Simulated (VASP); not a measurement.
# KPt (Pm-3m) in VASP: notebook, part 2 of 2

VASP 6.6.1. The steps go on from the part before.

### 3 Single point, PBE

This run uses another cell than the first one, of 25.66 Å³/atom, 0.964 times its volume.

INCAR

```
ALGO     = Normal         # electronic algorithm
EDIFF    = 1E-6           # SCF threshold, eV
ENCUT    = 520            # plane-wave cutoff, eV
GGA      = PE             # functional
ISIF     = 2              # what is computed and relaxed
ISMEAR   = 0              # smearing method
LASPH    = T              # aspherical terms in the spheres
LCHARG   = T              # write CHGCAR
LELF     = T              # ELF
LREAL    = F              # projectors in reciprocal space
LVHAR    = T            
LWAVE    = F              # write WAVECAR
NBANDS   = 16             # bands
NELM     = 100            # most SCF steps
PREC     = Accurate       # precision mode
SIGMA    = 0.1            # smearing width, eV
```

KPOINTS

```
k-points
0
Gamma
  14 14 14
```

POSCAR

```
KPt
1.0
    3.7161783720      0.0000000000      0.0000000000
    0.0000000000      3.7161783720      0.0000000000
    0.0000000000      0.0000000000      3.7161783720
K Pt
1 1
Direct
    0.0000000000      0.0000000000      0.0000000000
    0.5000000000      0.5000000000      0.5000000000
```

Potentials or basis: VASP PAW PBE potentials, release 64 (K_sv, Pt).

The run is started by

```sh
cat potpaw_PBE.64/K_sv/POTCAR potpaw_PBE.64/Pt/POTCAR > POTCAR
mpirun -np 1 vasp_std > vasp.out
```

OUTCAR:

```text
EDIFF = 1E-6
   ENCUT = 520
   GGA = PE
   ISIF = 2
   ISMEAR = 0
   LASPH = T
   LREAL = F
   NELM = 100
   PREC = Accurate

 ion  position               nearest neighbor table
   1  0.000  0.000  0.000-   2 3.22   2 3.22   2 3.22   2 3.22   2 3.22   2 3.22   2 3.22   2 3.22

   2  0.500  0.500  0.500-   1 3.22   1 3.22   1 3.22   1 3.22   1 3.22   1 3.22   1 3.22   1 3.22

  LATTYP: Found a simple cubic cell.
 ALAT       =     3.7161783720

  Lattice vectors:

 A1 = (   3.7161783720,   0.0000000000,   0.0000000000)
 A2 = (   0.0000000000,   3.7161783720,   0.0000000000)
 A3 = (   0.0000000000,   0.0000000000,   3.7161783720)

Analysis of symmetry for initial positions (statically):
=====================================================================
 Subroutine PRICEL returns:
 Original cell was already a primitive cell.

 Routine SETGRP: Setting up the symmetry group for a
 simple cubic supercell.

 Subroutine GETGRP returns: Found 48 space group operations
 (whereof 48 operations were pure point group operations)
 out of a pool of 48 trial point group operations.

[... 162 lines left out ...]

 E-fermi :   2.2038     XC(G=0):  -9.5604

 val. band max:        2.1676292819   @ k =   0.5000   0.5000   0.5000
 cond. band min:       2.2220261629   @ k =   0.4286   0.1429   0.0000
 fundamental gap:      0.0543968810
 Fermi energy:         2.2037769211

 k-point     1 :       0.0000    0.0000    0.0000
  band No.  band energies     occupation
      1     -26.7439      2.00000
      2     -10.1459      2.00000
      3     -10.1459      2.00000
      4     -10.1459      2.00000
      5      -1.4206      2.00000
      6       0.4537      2.00000
[... 433 lines left out ...]
      3     -10.2716      2.00000
      4     -10.1099      2.00000
      5       0.2149      2.00000
      6       0.9248      2.00000
[... 8 lines left out ...]
     15      12.0359      0.00000
     16      12.6117      0.00000

 [... further k-points ...]

------------------------ aborting loop because EDIFF is reached ----------------------------------------

  FORCE on cell =-STRESS in cart. coord.  units (eV):
  Direction    XX          YY          ZZ          XY          YZ          ZX
  --------------------------------------------------------------------------------------
  -------------------------------------------------------------------------------------
  Total        0.0420517      0.0420517      0.0420517      0.0000000      0.0000000     -0.0000000
  in kB        1.3128168      1.3128168      1.3128168      0.0000000      0.0000000     -0.0000000
  external PRESSURE =       1.3128168 kB  Pullay stress =       0.0000000 kB

 VOLUME and BASIS-vectors are now :
 -----------------------------------------------------------------------------
  energy-cutoff  :      520.00
  volume of cell :       51.32
      direct lattice vectors                 reciprocal lattice vectors
     3.716178372  0.000000000  0.000000000     0.269093649  0.000000000  0.000000000
     0.000000000  3.716178372  0.000000000     0.000000000  0.269093649  0.000000000
     0.000000000  0.000000000  3.716178372     0.000000000  0.000000000  0.269093649

 POSITION                                       TOTAL-FORCE (eV/Angst)
 -----------------------------------------------------------------------------------
      0.00000      0.00000      0.00000         0.000000      0.000000      0.000000
      1.85809      1.85809      1.85809         0.000000      0.000000      0.000000
 -----------------------------------------------------------------------------------
    total drift:                                0.000000      0.000000      0.000000

  FREE ENERGIE OF THE ION-ELECTRON SYSTEM (eV)
  ---------------------------------------------------
  free  energy   TOTEN  =        -5.9384731639 eV

  energy  without entropy=       -5.9328778578  energy(sigma->0) =       -5.93567551
```

OSZICAR:

```text
N       E                     dE             d eps       ncg     rms          rms(c)
DAV:   1     0.110374725400E+03    0.11037E+03   -0.90131E+03  3840   0.109E+03
DAV:   2    -0.256486330670E+01   -0.11294E+03   -0.10545E+03  4712   0.269E+02
DAV:   3    -0.588191724421E+01   -0.33171E+01   -0.32926E+01  5408   0.395E+01
DAV:   4    -0.598276363951E+01   -0.10085E+00   -0.10083E+00  5360   0.588E+00
DAV:   5    -0.598432517163E+01   -0.15615E-02   -0.15615E-02  5536   0.725E-01    0.704E+00
DAV:   6    -0.594666544921E+01    0.37660E-01   -0.13249E-01  4280   0.231E+00    0.377E+00
DAV:   7    -0.594029790237E+01    0.63675E-02   -0.38259E-02  4896   0.127E+00    0.216E+00
DAV:   8    -0.593853106585E+01    0.17668E-02   -0.13237E-02  4904   0.877E-01    0.155E-01
DAV:   9    -0.593842687690E+01    0.10419E-03   -0.70071E-04  4504   0.249E-01    0.466E-02
DAV:  10    -0.593846958953E+01   -0.42713E-04   -0.76712E-05  4776   0.584E-02    0.166E-02
DAV:  11    -0.593847291417E+01   -0.33246E-05   -0.11318E-05  5056   0.291E-02    0.560E-03
DAV:  12    -0.593847316395E+01   -0.24978E-06   -0.56407E-07  3456   0.658E-03
   1 F= -.59384732E+01 E0= -.59356755E+01  d E =-.559531E-02
```

stdout:

```text
POSCAR found type information on POSCAR K Pt
 POSCAR found :  2 types and       2 ions
 scaLAPACK will be used
 LDA part: xc-table for (Slater+PW92), standard interpolation
 POSCAR, INCAR and KPOINTS ok, starting setup
 FFT: planning ... GRIDC
 FFT: planning ... GRID_SOFT
 FFT: planning ... GRID
 WAVECAR not read
 entering main loop
```

Wall time 31 s (1 thread of Intel Xeon 6975P-C (Granite Rapids), shared host); peak memory 0.23 GiB.

Results:

* Free energy: -5.9385 eV
* Pressure: 0.1 GPa

Levels at points of the mesh, in eV from the Fermi level:
```tsv
k point	band 5	band 6	band 7	band 8	band 9	band 10	band 11	band 12	band 13	band 14
(0.00, 0.00, 0.00)	-3.62	-1.75	-1.75	-0.51	-0.51	-0.51	6.72	6.72	8.64	8.64
(0.50, 0.00, 0.00)	-1.86	-1.50	-0.72	-0.72	-0.42	0.46	1.00	6.05	6.71	6.71
(0.50, 0.50, 0.00)	-1.98	-1.56	-0.93	-0.93	-0.06	0.87	3.53	3.53	6.89	9.52
(0.50, 0.50, 0.50)	-1.08	-1.08	-1.08	-0.04	-0.04	2.65	2.82	2.82	2.82	10.55
```

Caveat: spin-orbit coupling is left out, which moves the levels of the heavy elements.

### 4 Relaxation of cell and atoms, PBE

INCAR

```
SYSTEM = KPt
  ALGO = Normal
  EDIFF = 1E-6
  EDIFFG = -0.01
  ENCUT = 600
  GGA = PE
  IBRION = 2
  ISIF = 3
  ISMEAR = 0
  LASPH = .True.
  LCHARG = .False.
  LREAL = .False.
  LWAVE = .False.
  NELM = 100
  NSW = 100
  PREC = Accurate
  SIGMA = 0.1
```

KPOINTS

```
k-points
0
Gamma
  14 14 14
  0 0 0
```

POSCAR

```
KPt
1.0
    3.7620670092      0.0000000000      0.0000000000
    0.0000000000      3.7620670092      0.0000000000
    0.0000000000      0.0000000000      3.7620670092
K Pt
1 1
Direct
    0.0000000000      0.0000000000      0.0000000000
    0.5000000000      0.5000000000      0.5000000000
```

The run is started by

```sh
cat potpaw_PBE.64/K_sv/POTCAR potpaw_PBE.64/Pt/POTCAR > POTCAR
mpirun -np 1 vasp_std > vasp.out
```

Wall time 78 s (1 thread of Intel Xeon 6975P-C (Granite Rapids), shared host); peak memory 0.26 GiB.

It converged, with:

```
Free energy                            : -5.9389 eV
Relaxed volume                         : 25.85 Å³/atom
Relaxed cell                           : a = 3.725 Å, b = 3.725 Å, c = 3.725 Å, α = 90.00°, β = 90.00°, γ = 90.00°
Space group after relaxing (to 0.05 Å) : Pm-3m (No. 221)
Energy gained by relaxing              : 2.0 meV/atom
Ionic steps                            : 3
Pressure after relaxing                : 0.0 GPa
```

The path:
```csv
step,energy change (eV),largest force (eV/Å),pressure (GPa),volume (Å³)
1,0.0000,0.0000,-0.77,53.25
2,-0.0033,0.0000,-0.31,52.26
3,-0.0039,0.0000,-0.02,51.69
```

Final structure:
```
K Pt
1.0
     3.72519    0.00000    0.00000
     0.00000    3.72519    0.00000
     0.00000    0.00000    3.72519
K Pt
1 1
Direct
  0.00000 0.00000 0.00000
  0.50000 0.50000 0.50000
```

Levels at points of the mesh, in eV from the Fermi level:
```csv
k point,band 5,band 6,band 7,band 8,band 9,band 10,band 11,band 12,band 13
"(0.00, 0.00, 0.00)",-3.60,-1.73,-1.73,-0.51,-0.51,-0.51,6.71,6.71,8.60
"(0.50, 0.00, 0.00)",-1.85,-1.48,-0.71,-0.71,-0.42,0.45,1.00,6.05,6.70
"(0.50, 0.50, 0.00)",-1.95,-1.54,-0.92,-0.92,-0.06,0.86,3.52,3.52,6.87
"(0.50, 0.50, 0.50)",-1.07,-1.07,-1.07,-0.04,-0.04,2.63,2.83,2.83,2.83
```

Caveat: spin-orbit coupling is left out, which moves the levels of the heavy elements.

### 5 Summary

| task | cell | k mesh | cutoff (eV) | gap on the mesh (eV) | pressure (GPa) |
| --- | --- | --- | --- | --- | --- |
| single point | a = 3.762 Å, 2 atoms | 6 × 6 × 6 | 520 | none | -1.0 |
| single point | a = 3.716 Å, 2 atoms | 14 × 14 × 14 | 520 | none | 0.1 |
| relaxation of cell and atoms | relaxed from a = 3.762 Å, 2 atoms | 14 × 14 × 14 | 600 | none | 0.0 |

Alike in all rows: level PBE; potentials or basis VASP PAW PBE potentials, release 64 (K_sv, Pt); no spin polarisation; smearing gaussian 0.1 eV.

Caveats: spin-orbit coupling is left out, which moves the levels of the heavy elements.

Absolute energies hang on the potentials; compare differences alone.
